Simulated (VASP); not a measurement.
Write the native input for VASP 6.6.1 that does the following.

```yaml
Task: single point
Functional: PBE
Potentials_or_basis: VASP PAW PBE potentials, release 64 (Nb_sv, B)
Cutoff: 520 eV
k_mesh: 12 × 12 × 2
Occupations: gaussian, width 0.2 eV
Spin: no spin polarisation
Dipole_correction: no
Further_INCAR_settings: ALGO = Normal; EDIFF = 1e-06; NBANDS = 37
```

The structure of Nb3B5 lies in POSCAR:

```
Nb3B5
1.0
    3.1212682103      0.0000000000      0.0000000000
   -1.5606341051      2.7030975621      0.0000000000
    0.0000000000      0.0000000000      9.6428843203
Nb B
3 5
Direct
    0.0000000000      1.0000000000      0.1577637082
    0.0000000000      0.0000000000      0.8422362918
    0.0000000000      0.0000000000      0.5000000000
    0.3333333333      0.6666666667      0.0000000000
    0.3333333333      0.6666666667      0.3294613242
    0.6666666667      0.3333333333      0.3238732165
    0.3333333333      0.6666666667      0.6705386758
    0.6666666667      0.3333333333      0.6761267835
```

One way to write it, as run:

INCAR

```
SYSTEM = Nb3B5
ALGO = Normal
EDIFF = 1E-6
ENCUT = 520
GGA = PE
ISIF = 2
ISMEAR = 0
LASPH = .True.
LCHARG = .False.
LREAL = .False.
LWAVE = .False.
NBANDS = 37
NELM = 60
PREC = Accurate
SIGMA = 0.2
```

KPOINTS

```
k-points
0
Gamma
  12 12 2
  0 0 0
```

Potentials or basis: VASP PAW PBE potentials, release 64 (Nb_sv, B).

Launch:

```bash
$ cat potpaw_PBE.64/Nb_sv/POTCAR potpaw_PBE.64/B/POTCAR > POTCAR
$ mpirun -np 1 vasp_std > vasp.out
```

It gave:

The pressure is -0.3 GPa and the largest force is 0.011 eV/Å. The band gap on the k mesh is zero (band 27 reaches 11.48 eV, above the bottom of band 28 at 10.88 eV).

Wall time 57 s on 1 thread of Intel(R) Xeon(R) 6975P-C (Granite Rapids), with other jobs on the host, peak memory 0.24 GiB.
